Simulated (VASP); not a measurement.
# Zn8Se7S (P1) in VASP: single point with PBEsol

Aim: the single point of Zn8Se7S with PBEsol.

Everything below comes from runs of VASP 6.6.1. Logs are shortened: lines on timing, memory, paths and dates and some standing lists are left out, and cuts for length are marked.

**1. The cell of the first run**

The typed cell holds 64 atoms: a = 11.197 Å, b = 11.197 Å, c = 11.197 Å, α = 90.00°, β = 90.00°, γ = 90.00°.

**2. Single point, PBEsol**

INCAR reads:

```
  PREC = Accurate
  ENCUT = 500
  EDIFF = 1E-6
  ISMEAR = -1
  SIGMA = 0.05
  LREAL = Auto
  LASPH = True
  NELM = 120
  ALGO = Normal
  ISIF = 2
  LWAVE = False
  LCHARG = True
  GGA = PS
  LELF = True
  LVHAR = True
  NBANDS = 326
  ISYM = -1
  GGA_COMPAT = False
```

KPOINTS reads:

```
explicit points
1
Reciprocal
  0.25000000   0.25000000   0.25000000 1
```

POSCAR reads:

```
Zn8Se7S
1.0
   11.1968681967      0.0000000000      0.0000000000
    0.0000000000     11.1968681967      0.0000000000
    0.0000000000      0.0000000000     11.1968681967
Zn Se S
32 28 4
Direct
    0.0010800000      0.0006020000      0.9993320000
    0.9955560000      0.9952110000      0.5049600000
    0.0003680000      0.5006420000      0.9992350000
    0.0010440000      0.4908370000      0.5008320000
    0.5011210000      0.9994840000      0.9992160000
    0.5003730000      0.0005130000      0.5007490000
    0.4957100000      0.5043060000      0.9953040000
    0.5009840000      0.5005500000      0.5006110000
    0.2497660000      0.2504630000      0.9996260000
    0.2450770000      0.2544060000      0.4964470000
    0.2540910000      0.7447920000      0.9955130000
    0.2495330000      0.7486390000      0.5007410000
    0.7507090000      0.2502800000      0.9995770000
    0.7554700000      0.2541940000      0.5048090000
    0.7505130000      0.7492860000      0.9992970000
    0.7550610000      0.7530150000      0.5052380000
    0.2497980000      0.9990740000      0.2501690000
    0.2489940000      0.0010310000      0.7489290000
    0.2448940000      0.4946590000      0.2553660000
    0.2539890000      0.5052480000      0.7542100000
    0.7514390000      0.0011790000      0.2512140000
    0.7544680000      0.9947250000      0.7454700000
    0.7502750000      0.5006210000      0.2503510000
    0.7555850000      0.4950130000      0.7445900000
    0.0048630000      0.2537250000      0.2557730000
    0.9964620000      0.2549390000      0.7453530000
    0.0009590000      0.7483620000      0.2504580000
    0.9962290000      0.7533720000      0.7447500000
    0.5005730000      0.2508690000      0.2501350000
    0.5006230000      0.2498090000      0.7491340000
    0.5005090000      0.7494290000      0.2508000000
    0.4965640000      0.7444560000      0.7546000000
    0.1248640000      0.1260540000      0.1260050000
    0.1223610000      0.1261300000      0.6231480000
    0.1268550000      0.6233090000      0.1247730000
    0.1232480000      0.6226940000      0.6246880000
    0.6254520000      0.1248030000      0.1247740000
    0.6279610000      0.1247350000      0.6247840000
    0.6240780000      0.6242010000      0.1234120000
    0.6266380000      0.6247380000      0.6262620000
    0.3741720000      0.3765800000      0.1246460000
    0.3733060000      0.3758910000      0.6247390000
    0.3748960000      0.8731950000      0.1233660000
    0.3753190000      0.8731720000      0.6261350000
    0.8768520000      0.3745410000      0.1261010000
    0.8756820000      0.8744950000      0.1248450000
    0.3737160000      0.1261060000      0.3752410000
    0.3749640000      0.1247950000      0.8742930000
    0.3736890000      0.6230930000      0.3746000000
    0.8768730000      0.1259580000      0.3776010000
    0.8752380000      0.1248240000      0.8717350000
    0.8767720000      0.6229510000      0.3780550000
    0.8751830000      0.6244930000      0.8716950000
    0.1250340000      0.3758740000      0.8727580000
    0.1237650000      0.8746060000      0.3765350000
    0.1250510000      0.8727870000      0.8732530000
    0.6267330000      0.3745170000      0.3764930000
    0.6253120000      0.3765040000      0.8734240000
    0.6268310000      0.8742150000      0.3764990000
    0.6254420000      0.8733840000      0.8727480000
    0.8764840000      0.3747890000      0.6233940000
    0.8752340000      0.8742100000      0.6247670000
    0.3748630000      0.6245380000      0.8743060000
    0.1236930000      0.3746840000      0.3762790000
```

Potentials or basis: VASP PAW PBE potentials, release 64 (Zn, Se, S).

Run with:

```sh
> cat potpaw_PBE.64/Zn/POTCAR potpaw_PBE.64/Se/POTCAR potpaw_PBE.64/S/POTCAR > POTCAR
> mpirun -np 1 vasp_std > vasp.out
```

OUTCAR:

```text
PREC = Accurate
   ENCUT = 500
   EDIFF = 1E-6
   ISMEAR = -1
   LREAL = Auto
   LASPH = True
   NELM = 120
   ISIF = 2
   GGA = PS
   ISYM = -1

 ion  position               nearest neighbor table
   1  0.001  0.001  0.999-  33 2.43  46 2.44  51 2.44  56 2.44
   2  0.996  0.995  0.505-  62 2.33  34 2.43  50 2.44  55 2.44
   3  0.000  0.501  0.999-  35 2.42  54 2.43  45 2.43  53 2.43
   4  0.001  0.491  0.501-  61 2.35  64 2.35  36 2.44  52 2.45
   5  0.501  0.999  0.999-  37 2.43  48 2.43  43 2.44  60 2.44
   6  0.500  0.001  0.501-  38 2.43  59 2.44  47 2.44  44 2.44
[... 56 lines left out ...]
  63  0.375  0.625  0.874-  20 2.33  32 2.34   7 2.34  11 2.34
  64  0.124  0.375  0.376-  25 2.33  10 2.34  19 2.34   4 2.35

IMPORTANT INFORMATION: All symmetrisations will be switched off!
NOSYMM: (Re-)initialisation of all symmetry stuff for point group C_1.

----------------------------------------------------------------------------------------

                                     Primitive cell

  volume of cell :    1403.7498

  direct lattice vectors                    reciprocal lattice vectors
    11.196868197  0.000000000  0.000000000     0.089310688  0.000000000  0.000000000
     0.000000000 11.196868197  0.000000000     0.000000000  0.089310688  0.000000000
     0.000000000  0.000000000 11.196868197     0.000000000  0.000000000  0.089310688

  length of vectors
    11.196868197 11.196868197 11.196868197     0.089310688  0.089310688  0.089310688

  position of ions in fractional coordinates (direct lattice)
     0.001080000  0.000602000  0.999332000
     0.995556000  0.995211000  0.504960000
     0.000368000  0.500642000  0.999235000
     0.001044000  0.490837000  0.500832000
     0.501121000  0.999484000  0.999216000
     0.500373000  0.000513000  0.500749000
[... 56 lines left out ...]
     0.374863000  0.624538000  0.874306000
     0.123693000  0.374684000  0.376279000

  ion indices of the primitive-cell ions
   primitive index   ion index
                 1           1
                 2           2
                 3           3
                 4           4
                 5           5
                 6           6
[... 56 lines left out ...]
                63          63
                64          64

----------------------------------------------------------------------------------------

 KPOINTS: explicit points

Read explicit list of k-points.

 Found      1 k-points:

 Following reciprocal coordinates:
            Coordinates               Weight
  0.250000  0.250000  0.250000      1.000000
   k-points           NKPTS =      1   k-points in BZ     NKDIM =      1   number of bands    NBANDS=    326
   number of dos      NEDOS =    301   number of ions     NIONS =     64
   total plane-waves  NPLWV = 592704
   dimension x,y,z NGX =    84 NGY =   84 NGZ =   84
   dimension x,y,z NGXF=   168 NGYF=  168 NGZF=  168
   ions per type =              32  28   4
   NGX,Y,Z   is equivalent  to a cutoff of  12.47, 12.47, 12.47 a.u.
   NGXF,Y,Z  is equivalent  to a cutoff of  24.94, 24.94, 24.94 a.u.
 SYSTEM =  unknown system
   PREC   = accura    normal or accurate (medium, high low for compatibility)
   ISTART =      0    job   : 0-new  1-cont  2-samecut
   ICHARG =      2    charge: 1-file 2-atom 10-const
   ISPIN  =      1    spin polarized calculation?
   LNONCOLLINEAR =      F non collinear calculations
   LSORBIT =      F    spin-orbit coupling
   LASPH  =      T    aspherical Exc in radial PAW
   ENCUT  =  500.0 eV  36.75 Ry    6.06 a.u.  20.41 20.41 20.41*2*pi/ulx,y,z
   NELM   =    120;   NELMIN=  2; NELMDL= -5     # of ELM steps
   EDIFF  = 0.1E-05   stopping-criterion for ELM
   LREAL  =      T    real-space projection
   EDIFFG = 0.1E-04   stopping-criterion for IOM
   NSW    =      0    number of steps for IOM
   IBRION =     -1    ionic relax: 0-MD 1-quasi-New 2-CG
   NFREE  =      0    steps in history (QN), initial steepest desc. (CG)
   ISIF   =      2    stress and relaxation
   ISYM   =     -1    0-nonsym 1-usesym 2-fastsym
   POTIM  = 0.5000    time-step for ionic-motion
   TEBEG  =    0.0;   TEEND  =   0.0 temperature during run
   PSTRESS=    0.0 pullay stress
   NELECT =     576.0000    total number of electrons
   NUPDOWN=      -1.0000    fix difference up-down
   EMIN   =  10.00;   EMAX   =-10.00  energy-range for DOS
   EFERMI =   0.00;   METHOD = LEGACY
   ISMEAR =    -1;   SIGMA  =   0.05  broadening in eV -4-tet -1-fermi 0-gaus
   EFERMI_NEDOS =   21; number of points for ismear=-14 and -15
   IALGO  =     38    algorithm
   IMIX   =      4    mixing-type and parameters
     AMIX     =   0.40;   BMIX     =  1.00
     AMIX_MAG =   1.60;   BMIX_MAG =  1.00
  volume/ion in A,a.u.               =      21.93       148.02
  Fermi-wavevector in a.u.,A,eV,Ry     =   1.216520  2.298889 20.135532  1.479920
  Thomas-Fermi vector in A             =   2.351871
   LORBIT       =      0    0 simple, 1 ext, 2 COOP (PROOUT), +10 PAW based schemes
   GGA     = PS    functional components
   LHFCALC =     F    Hartree Fock is set to
   AEXX    =    0.0000 exact exchange contribution
   IVDW    =     0    specifies the selected vdW correction
   LEPSILON=     F    determine dielectric tensor
   LRPA    =     F    only Hartree local field effects (RPA)
 non-spin polarized calculation
  energy-cutoff  :      500.00
  volume of cell :     1403.75
 maximum number of plane-waves:     35643
 NGX is ok and might be reduce to    84
   NGX = 41   NGY = 41   NGZ = 41

 number of electron     576.0000523 magnetization

 Free energy of the ion-electron system (eV)
  ---------------------------------------------------
  ext. energy  EPLUGINS =         0.00000000
  ---------------------------------------------------
  free energy    TOTEN  =      -219.83813594 eV

  energy without entropy =     -219.83813594  energy(sigma->0) =     -219.83813594

 E-fermi :   2.8435     XC(G=0):  -9.6555

 val. band max:        1.5874754159   @ k =   0.2500   0.2500   0.2500
 cond. band min:       4.0343409374   @ k =   0.2500   0.2500   0.2500
 fundamental gap:      2.4468655214
 Fermi energy:         2.8435350776

 k-point     1 :       0.2500    0.2500    0.2500
  band No.  band energies     occupation
      1     -11.5738      2.00000
      2     -11.3281      2.00000
      3     -11.3148      2.00000
      4     -11.3020      2.00000
      5     -11.1256      2.00000
      6     -11.1114      2.00000
[... 292 lines left out ...]
    299       5.2045      0.00000
    300       5.2148      0.00000
 [bands above 300 left out]

------------------------ aborting loop because EDIFF is reached ----------------------------------------

  FORCE on cell =-STRESS in cart. coord.  units (eV):
  Direction    XX          YY          ZZ          XY          YZ          ZX
  --------------------------------------------------------------------------------------
  -------------------------------------------------------------------------------------
  Total        2.3965111      2.3973321      2.4031544     -2.6734172     -3.0100318     -2.9550718
  in kB        2.7352709      2.7362079      2.7428531     -3.0513190     -3.4355159     -3.3727870
  external PRESSURE =       2.7381106 kB  Pullay stress =       0.0000000 kB

 VOLUME and BASIS-vectors are now :
 -----------------------------------------------------------------------------
  energy-cutoff  :      500.00
  volume of cell :     1403.75
      direct lattice vectors                 reciprocal lattice vectors
    11.196868197  0.000000000  0.000000000     0.089310688  0.000000000  0.000000000
     0.000000000 11.196868197  0.000000000     0.000000000  0.089310688  0.000000000
     0.000000000  0.000000000 11.196868197     0.000000000  0.000000000  0.089310688

 POSITION                                       TOTAL-FORCE (eV/Angst)
 -----------------------------------------------------------------------------------
      0.01209      0.00674     11.18939         0.002578     -0.001614     -0.003372
     11.14711     11.14325      5.65397         0.001895      0.003250     -0.006036
      0.00412      5.60562     11.18830         0.002197      0.001658     -0.002294
      0.01169      5.49584      5.60775        -0.001191     -0.005439     -0.011485
      5.61099     11.19109     11.18809         0.005223      0.001873     -0.003602
      5.60261      0.00574      5.60682         0.002955      0.000749     -0.007295
[... 56 lines left out ...]
      4.19729      6.99287      9.78949        -0.001325     -0.005754      0.015385
      1.38497      4.19529      4.21315        -0.012161      0.006328      0.031757
 -----------------------------------------------------------------------------------
    total drift:                               -0.032327     -0.001797      0.006468

  FREE ENERGIE OF THE ION-ELECTRON SYSTEM (eV)
  ---------------------------------------------------
  free  energy   TOTEN  =      -219.8381359362 eV

  energy  without entropy=     -219.8381359360  energy(sigma->0) =     -219.83813594
```

Wall time 37 min (1 thread of Intel Xeon Platinum 8488C (Sapphire Rapids), shared host); peak memory 1.2 GiB.

What came out:

```yaml
Free_energy: -219.8381 eV
Pressure: 0.3 GPa
Largest_force: 0.035 eV/Å
Band_gap_on_the_k_mesh: 2.45 eV
```

Forces in eV/Å, atoms in the order of the input:
```
Zn   0.003 -0.002 -0.003
Zn   0.002  0.003 -0.006
Zn   0.002  0.002 -0.002
Zn  -0.001 -0.005 -0.011
Zn   0.005  0.002 -0.004
Zn   0.003  0.001 -0.007
Zn   0.002  0.006 -0.014
Zn   0.003  0.005 -0.006
Zn   0.004  0.000 -0.008
Zn   0.001  0.007 -0.014
Zn   0.011 -0.002 -0.015
Zn   0.004  0.008 -0.009
Zn   0.000  0.001 -0.005
Zn  -0.003  0.002 -0.005
Zn   0.006  0.004 -0.005
Zn   0.009  0.007 -0.001
Zn   0.008  0.004 -0.006
Zn   0.005  0.001 -0.004
Zn   0.003  0.003 -0.009
Zn   0.005  0.004 -0.009
Zn   0.005  0.000 -0.002
Zn   0.009  0.000 -0.010
Zn   0.005  0.002 -0.005
Zn   0.001  0.000 -0.009
Zn   0.005  0.002 -0.013
Zn  -0.005  0.006 -0.009
Zn   0.003  0.008 -0.007
Zn  -0.002  0.008 -0.010
Zn   0.007  0.001 -0.006
Zn   0.003  0.002 -0.005
Zn   0.005  0.005 -0.007
Zn   0.005  0.003 -0.008
Se  -0.007 -0.002  0.006
Se   0.005 -0.007  0.009
Se  -0.004 -0.006  0.012
Se   0.002 -0.001  0.013
Se  -0.007  0.000  0.002
Se   0.001  0.000  0.005
Se  -0.006 -0.004  0.008
Se  -0.002 -0.005  0.008
Se  -0.014 -0.003  0.015
Se   0.001 -0.005  0.010
Se  -0.010  0.000  0.006
Se  -0.003 -0.004  0.009
Se  -0.006 -0.004  0.007
Se  -0.010 -0.001  0.003
Se  -0.005 -0.001  0.008
Se  -0.002 -0.002  0.010
Se  -0.004 -0.005  0.006
Se  -0.006 -0.006  0.003
Se  -0.003 -0.002  0.003
Se  -0.005 -0.005  0.005
Se  -0.003 -0.005  0.005
Se   0.000 -0.005  0.013
Se  -0.007 -0.003  0.004
Se  -0.002 -0.003  0.004
Se  -0.005 -0.004  0.002
Se  -0.001  0.001  0.001
Se  -0.005  0.000  0.003
Se  -0.008 -0.002  0.004
S    0.024  0.007  0.000
S   -0.005 -0.011  0.007
S   -0.001 -0.006  0.015
S   -0.012  0.006  0.032
```

Levels at points of the mesh, in eV from the valence-band top:
| k point | band 284 | band 285 | band 286 | band 287 | band 288 | band 289 | band 290 | band 291 | band 292 | band 293 |
| --- | --- | --- | --- | --- | --- | --- | --- | --- | --- | --- |
| (0.25, 0.25, 0.25) | -0.43 | -0.39 | -0.37 | -0.01 | 0.00 | 2.45 | 2.79 | 3.31 | 3.33 | 3.36 |

Caveat: the PAW data sets were made with another functional, which shifts forces and pressure a little; a shifted mesh leaves out Γ, where band edges can lie.
